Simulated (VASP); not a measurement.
# Au (Fm-3m) in VASP: a series of runs, part 2 of 2

VASP 6.6.1. Earlier steps stand in the parts before.

**4. Relaxation of cell and atoms, r2SCAN**

This run uses another cell than the first one, of 16.96 Å³/atom, 0.896 times its volume.

File POSCAR:

```
Au
1.0
    0.0000000000      2.0391200000      2.0391200000
    2.0391200000      0.0000000000      2.0391200000
    2.0391200000      2.0391200000      0.0000000000
Au
1
Direct
    0.0000000000      0.0000000000      0.0000000000
```

File INCAR.step1:

```
PREC = Accurate ; ENCUT = 600
ISMEAR = -1 ; SIGMA = 0.1
LREAL = False ; LASPH = True
NELM = 80 ; GGA = PE
ALGO = Normal ; EDIFF = 1E-4
LWAVE = True ; LCHARG = False
```

File INCAR.step2:

```
PREC = Accurate ; ENCUT = 600
EDIFF = 1E-6 ; ISMEAR = -1
SIGMA = 0.1 ; LREAL = False
LASPH = True ; NELM = 80
ALGO = Normal ; ISIF = 3
LWAVE = False ; LCHARG = False
METAGGA = R2SCAN ; LMIXTAU = True
IBRION = 2 ; NSW = 80
EDIFFG = -0.01 ; ISTART = 1
```

File KPOINTS:

```
Automatic mesh
0
Gamma
  13 13 13
```

Potentials or basis: VASP PAW PBE potentials, release 64 (Au).

Started as:

```sh
> cat potpaw_PBE.64/Au/POTCAR > POTCAR
> cp INCAR.step1 INCAR
> mpirun -np 1 vasp_std > vasp.out
> cp INCAR.step2 INCAR
> mpirun -np 1 vasp_std > vasp.out
```

OUTCAR:

```text
PREC = Accurate
   ENCUT = 600
   EDIFF = 1E-6
   ISMEAR = -1
   LREAL = False
   LASPH = True
   NELM = 80
   ISIF = 3
   METAGGA = R2SCAN
   IBRION = 2
   NSW = 80
   EDIFFG = -0.01
   ISTART = 1

 ion  position               nearest neighbor table
   1  0.000  0.000  0.000-

  LATTYP: Found a face centered cubic cell.
 ALAT       =     4.0782400000

  Lattice vectors:

 A1 = (   0.0000000000,   2.0391200000,   2.0391200000)
 A2 = (   2.0391200000,   0.0000000000,   2.0391200000)
 A3 = (   2.0391200000,   2.0391200000,   0.0000000000)

Analysis of symmetry for initial positions (statically):
=====================================================================
 Subroutine PRICEL returns:
 Original cell was already a primitive cell.

 Routine SETGRP: Setting up the symmetry group for a
 face centered cubic supercell.

 Subroutine GETGRP returns: Found 48 space group operations
 (whereof 48 operations were pure point group operations)
 out of a pool of 48 trial point group operations.

The static configuration has the point symmetry O_h .

Analysis of symmetry for dynamics (positions and initial velocities):
=====================================================================
 Subroutine PRICEL returns:
 Original cell was already a primitive cell.
[... 164 lines left out ...]
  external PRESSURE =      59.5352511 kB  Pullay stress =       0.0000000 kB
[... 57 lines left out ...]
--------------------------------------- Ionic step        3  -------------------------------------------

 number of electron      11.0000001 magnetization

 Free energy of the ion-electron system (eV)
  ---------------------------------------------------
  ext. energy  EPLUGINS =         0.00000000
  ---------------------------------------------------
  free energy    TOTEN  =       -50.60005271 eV

  energy without entropy =      -50.59050402  energy(sigma->0) =      -50.59527837

 E-fermi :   8.9535     XC(G=0): -13.4143

 val. band max:        8.9281388889   @ k =  -0.4615   0.0769   0.0000
 cond. band min:       9.0038945783   @ k =   0.4615   0.3846   0.0000
 fundamental gap:      0.0757556894
 Fermi energy:         8.9535227883

 k-point     1 :       0.0000    0.0000    0.0000
  band No.  band energies     occupation
      1      -0.9354      2.00000
      2       4.0399      2.00000
      3       4.0399      2.00000
      4       4.0399      2.00000
      5       5.4907      2.00000
      6       5.4907      2.00000
      7      24.1799      0.00000
      8      28.0885      0.00000
      9      28.0885      0.00000
[... 265 lines left out ...]
 k-point    24 :       0.4615    0.1538    0.0000
  band No.  band energies     occupation
      1       2.0380      2.00000
      2       3.7500      2.00000
      3       4.5344      2.00000
      4       4.6084      2.00000
      5       6.7099      2.00000
      6       8.5125      1.97598
      7      14.1954      0.00000
      8      23.6130      0.00000
      9      24.6031      0.00000

 [... further k-points ...]

------------------------ aborting loop because EDIFF is reached ----------------------------------------

  FORCE on cell =-STRESS in cart. coord.  units (eV):
  Direction    XX          YY          ZZ          XY          YZ          ZX
  --------------------------------------------------------------------------------------
  -------------------------------------------------------------------------------------
  Total       -0.0036435     -0.0036435     -0.0036435      0.0000000      0.0000000      0.0000000
  in kB       -0.3322290     -0.3322290     -0.3322290      0.0000000      0.0000000      0.0000000
  external PRESSURE =      -0.3322290 kB  Pullay stress =       0.0000000 kB
[... 16 lines left out ...]
  FREE ENERGIE OF THE ION-ELECTRON SYSTEM (eV)
  ---------------------------------------------------
  free  energy   TOTEN  =       -50.6000527068 eV

  energy  without entropy=      -50.5905040246  energy(sigma->0) =      -50.59527837

 reached required accuracy - stopping structural energy minimisation
```

OUTCAR.step1:

```text
PREC = Accurate
   ENCUT = 600
   ISMEAR = -1
   LREAL = False
   LASPH = True
   NELM = 80
[... 502 lines left out ...]
 POSITION                                       TOTAL-FORCE (eV/Angst)
 -----------------------------------------------------------------------------------
      0.00000      0.00000      0.00000         0.000000     -0.000000     -0.000000
 -----------------------------------------------------------------------------------
    total drift:                               -0.000000      0.000000      0.000000

  FREE ENERGIE OF THE ION-ELECTRON SYSTEM (eV)
  ---------------------------------------------------
  free  energy   TOTEN  =        -3.2001026041 eV

  energy  without entropy=       -3.1917936262  energy(sigma->0) =       -3.19594812
```

Run time: 3.2 min. Hardware: 1 thread of Intel Xeon 8259CL, shared host; peak memory 0.17 GiB.

Results:

```yaml
Free_energy: -50.6001 eV
Relaxed_volume: 17.57 Å³/atom
Relaxed_cell: a = 2.918 Å, b = 2.918 Å, c = 2.918 Å, α = 60.00°, β = 60.00°, γ = 60.00°
Space_group_after_relaxing_to_0.05_Å: Fm-3m (No. 225)
Energy_gained_by_relaxing: 10.7 meV/atom
Ionic_steps: 3
Pressure_after_relaxing: 0.0 GPa
```

Step by step:
| step | energy change (eV) | largest force (eV/Å) | pressure (GPa) | volume (Å³) |
| --- | --- | --- | --- | --- |
| 1 | 0.0000 | 0.0000 | 5.95 | 16.96 |
| 2 | 0.0126 | 0.0000 | -7.09 | 18.55 |
| 3 | -0.0107 | 0.0000 | -0.03 | 17.57 |

Final structure:
```
CELL_PARAMETERS angstrom
0.00000 2.06342 2.06342
2.06342 0.00000 2.06342
2.06342 2.06342 0.00000
ATOMIC_POSITIONS crystal
Au 0.00000 0.00000 0.00000
```

Caveat: the PAW data sets were made with another functional, which shifts forces and pressure a little; spin-orbit coupling is left out, which moves the levels of the heavy elements.

**5. Summary**

| task | cell | k mesh | cutoff (eV) | gap on the mesh (eV) | pressure (GPa) |
| --- | --- | --- | --- | --- | --- |
| single point | a = 2.991 Å, angles 60.0°, 1 atom | 22 × 22 × 22 | 520 | none | -9.2 |
| single point | a = 3.028 Å, angles 60.0°, 1 atom | 22 × 22 × 22 | 520 | none | -12.3 |
| relaxation of cell and atoms | relaxed from a = 2.884 Å, angles 60.0°, 1 atom | 13 × 13 × 13 | 600 | none | 0.0 |

Alike in all rows: level r2SCAN; potentials or basis VASP PAW PBE potentials, release 64 (Au); no spin polarisation; smearing fermi-dirac 0.1 eV.

Caveats: the PAW data sets were made with another functional, which shifts forces and pressure a little; spin-orbit coupling is left out, which moves the levels of the heavy elements.

Absolute energies hang on the potentials; compare differences alone.
